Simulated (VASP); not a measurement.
Write the native input for VASP 6.6.1 that does the following.

```yaml
Task: relaxation of the atoms
Functional: PBE
Potentials_or_basis: VASP PAW PBE potentials, release 64 (Zn, S)
Cutoff: 520 eV
k_mesh: 8 × 8 × 4
Occupations: gaussian, width 0.05 eV
Spin: no spin polarisation
Dipole_correction: no
Further_INCAR_settings: ALGO = Normal; EDIFF = 1e-06; IBRION = 2; EDIFFG = -0.01; NSW = 60
```

The structure of ZnS lies in POSCAR:

```
ZnS
1.0
    3.8110000000      0.0000000000      0.0000000000
   -1.9055000000      3.3004228138      0.0000000000
    0.0000000000      0.0000000000      6.2340000000
Zn S
2 2
Direct
    0.3333333333      0.6666666667      0.0052008604
    0.6666666667      0.3333333333      0.5052008604
    0.3333333333      0.6666666667      0.3797991396
    0.6666666667      0.3333333333      0.8797991396
```

These files were run (other wordings do the same):

INCAR

```
PREC     = Accurate       # precision mode
ENCUT    = 520            # plane-wave cutoff, eV
EDIFF    = 1E-6           # SCF threshold, eV
ISMEAR   = 0              # smearing method
SIGMA    = 0.05           # smearing width, eV
LREAL    = False          # projectors in reciprocal space
LASPH    = True           # aspherical terms in the spheres
NELM     = 100            # most SCF steps
ALGO     = Normal         # electronic algorithm
ISIF     = 2              # what is computed and relaxed
LWAVE    = False          # write WAVECAR
LCHARG   = False          # write CHGCAR
GGA      = PE             # functional
IBRION   = 2              # ionic algorithm
NSW      = 60             # ionic steps
EDIFFG   = -0.01          # ionic threshold
```

KPOINTS

```
regular mesh
0
Gamma
  8 8 4
```

Potentials or basis: VASP PAW PBE potentials, release 64 (Zn, S).

Launch:

```sh
$ cat potpaw_PBE.64/Zn/POTCAR potpaw_PBE.64/S/POTCAR > POTCAR
$ mpirun -np 1 vasp_std > vasp.out
```

It gave:

- Pressure after relaxing: 2.3 GPa
- Largest force after relaxing: 0.008 eV/Å
- Band gap on the k mesh: 2.22 eV

Caveat: the relaxation stopped at its first step, so nothing moved.

Run time: 71 s on 1 thread of Intel Xeon 8259CL, on a shared host, peak memory 0.21 GiB.
